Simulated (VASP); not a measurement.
Input of a VASP 6.6.1 run:

INCAR

```
PREC = Accurate
ENCUT = 520
EDIFF = 1E-7
ISMEAR = -1
SIGMA = 0.05
LREAL = Auto
LASPH = T
NELM = 60
ALGO = Normal
ISIF = 2
LWAVE = F
LCHARG = F
GGA = PS
NBANDS = 46
NELECT = 66.0
```

File KPOINTS:

```
Automatic mesh
0
Gamma
  2 2 2
  0.5 0.5 0.5
```

The input POSCAR:

```
Si3C
1.0
    9.9260860000      0.0000000000      0.0000000000
    0.0000000000      4.9630430000      0.0000000000
    0.0000000000      0.0000000000      4.9630430000
C Si
4 12
Direct
    0.0008060000      0.9979920000      0.0062970000
    0.1267030000      0.2492070000      0.2435480000
    0.2514410000      0.4927230000      0.9985520000
    0.3765960000      0.7468860000      0.2478150000
    0.5018640000      0.0018550000      0.9996030000
    0.6251850000      0.2519110000      0.2540450000
    0.7534630000      0.4908680000      0.9953620000
    0.8746880000      0.7532940000      0.2452160000
    0.2471680000      0.9987650000      0.4960950000
    0.7497660000      0.0066420000      0.5003310000
    0.3725620000      0.2608300000      0.7494140000
    0.8765770000      0.2523490000      0.7503420000
    0.9994300000      0.4915200000      0.5013780000
    0.5005910000      0.4942450000      0.4987140000
    0.1237420000      0.7474380000      0.7490330000
    0.6261000000      0.7537490000      0.7553770000
```

Potentials or basis: VASP PAW PBE potentials, release 64 (C, Si).

Command:

```sh
$ cat potpaw_PBE.64/C/POTCAR potpaw_PBE.64/Si/POTCAR > POTCAR
$ mpirun -np 1 vasp_std > vasp.out
```

(1) What does it give for the largest force?

## Answers

(1) 5.183 eV/Å.

Caveat: the k points lie up to 0.63 Å⁻¹ apart; the cell carries a net charge on a neutralising background, which shifts energy and pressure; the PAW data sets were made with another functional, which shifts forces and pressure a little.
